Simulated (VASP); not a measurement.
Runs of VASP 6.6.1 on MgO. The structure is that of space group P6_3mc (No. 186), or close to it. The cells are those of the table. 

| cell | gap on the mesh (eV) | pressure (GPa) | largest force (eV/Å) |
| --- | --- | --- | --- |
| a = 3.288, b = 3.288, c = 5.079 Å, angles 90.0, 90.0, 120.0°, 4 atoms | 3.53 | 2.6 | 0.01 |
| a = 3.232, b = 3.232, c = 4.994 Å, angles 90.0, 90.0, 120.0°, 4 atoms | 3.81 | 10.0 | 0.52 |
| a = 3.315, b = 3.315, c = 5.122 Å, angles 90.0, 90.0, 120.0°, 4 atoms | 3.39 | -0.5 | - |
| a = 3.260, b = 3.260, c = 5.036 Å, angles 90.0, 90.0, 120.0°, 4 atoms | 3.67 | 6.2 | (b) |
| a = 3.398, b = 3.398, c = 5.250 Å, angles 90.0, 90.0, 120.0°, 4 atoms | 3.01 | -7.8 | 0.05 |
| a = 3.343, b = 3.343, c = 5.164 Å, angles 90.0, 90.0, 120.0°, 4 atoms | 3.26 | -3.2 | 0.02 |
| a = 3.371, b = 3.371, c = 5.207 Å, angles 90.0, 90.0, 120.0°, 4 atoms | (a) | -5.6 | 0.03 |

Alike in all rows: task single point; level PBE; potentials or basis VASP PAW PBE potentials, release 64 (Mg, O); no spin polarisation; k mesh 9 × 9 × 6; cutoff (eV) 520; smearing gaussian 0.05 eV.

Q: Estimate the missing entries.

A: (a) 3.13; (b) 0.49.

A k mesh can miss the band edges.
